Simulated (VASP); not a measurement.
Wanted: the native input for a VASP 6.6.1 run.

```
Task                   : single point
Functional             : PBEsol
Potentials or basis    : VASP PAW PBE potentials, release 64 (F)
Cutoff                 : 520 eV
k mesh                 : 4 × 4 × 2
Occupations            : gaussian, width 0.05 eV
Spin                   : no spin polarisation
Dipole correction      : no
Further INCAR settings : ALGO = Normal; EDIFF = 1e-07; NBANDS = 22
```

The structure of F lies in POSCAR:

```
F
1.0
    3.0111171686     -1.7305922359     -0.2322433325
    3.0111171686      1.7305922359     -0.2322433325
   -2.2641300902      0.0000000000      6.9305478688
F
4
Direct
    0.0848459664      0.0848459664      0.0860117137
    0.9151540336      0.9151540336      0.9139882863
    0.5015719855      0.5015719855      0.5937195244
    0.4984280145      0.4984280145      0.4062804756
```

One way to write it, as run:

INCAR

```
  PREC = Accurate
  ENCUT = 520
  EDIFF = 1E-7
  ISMEAR = 0
  SIGMA = 0.05
  LREAL = F
  LASPH = T
  NELM = 100
  ALGO = Normal
  ISIF = 2
  LWAVE = F
  LCHARG = F
  GGA = PS
  NBANDS = 22
```

KPOINTS

```
regular mesh
0
Gamma
  4 4 2
```

Potentials or basis: VASP PAW PBE potentials, release 64 (F).

Launch:

```sh
$ cat potpaw_PBE.64/F/POTCAR > POTCAR
$ mpirun -np 1 vasp_std > vasp.out
```

Results of the run:

The pressure is 9.2 GPa and the largest force is 7.394 eV/Å. The band gap on the k mesh is 3.50 eV, indirect (least direct gap 3.56 eV).

Caveat: the k points lie up to 0.53 Å⁻¹ apart; the PAW data sets were made with another functional, which shifts forces and pressure a little.

It took 10 s on 1 thread of Intel(R) Xeon(R) Platinum 8559C (Emerald Rapids), with other jobs on the host, peak memory 0.18 GiB.
